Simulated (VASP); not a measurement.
A run of VASP 6.6.1 is set up as follows.

The input INCAR:

```
SYSTEM = Mg
ALGO     = Normal         ! electronic algorithm
EDIFF    = 1E-7           ! SCF threshold, eV
EDIFFG   = -0.005         ! ionic threshold
ENCUT    = 600            ! plane-wave cutoff, eV
GGA      = PE             ! functional
IBRION   = 2              ! ionic algorithm
ISIF     = 3              ! what is computed and relaxed
ISMEAR   = -1             ! smearing method
LASPH    = .TRUE.         ! aspherical terms in the spheres
LCHARG   = .FALSE.        ! write CHGCAR
LREAL    = .FALSE.        ! projectors in reciprocal space
LWAVE    = .FALSE.        ! write WAVECAR
NELM     = 60             ! most SCF steps
NSW      = 32             ! ionic steps
PREC     = Accurate       ! precision mode
PSTRESS  = 57.0         
SIGMA    = 0.08           ! smearing width, eV
```

KPOINTS

```
k-points
0
G
  16 16 16
  0 0 0
```

POSCAR

```
Mg
1.0
   -1.7162116785      1.7162116785      1.7162116785
    1.7162116785     -1.7162116785      1.7162116785
    1.7162116785      1.7162116785     -1.7162116785
Mg
1
Direct
    0.0000000000      0.0000000000      0.0000000000
```

Potentials or basis: VASP PAW PBE potentials, release 64 (Mg).

Run with:

```console
$ cat potpaw_PBE.64/Mg/POTCAR > POTCAR
$ mpirun -np 1 vasp_std > vasp.out
```

(1) Estimate the band gap on the k mesh.

(2) Predict the space group after relaxing (to 0.05 Å).

(3) Predict the relaxed volume.

Results:

(1) zero (band 1 reaches 7.40 eV, above the bottom of band 2 at 2.47 eV).

(2) Im-3m (No. 229).

(3) 20.18 Å³/atom.

Caveat: the cell is relaxed towards a set pressure, so the enthalpy falls and the energy may rise.
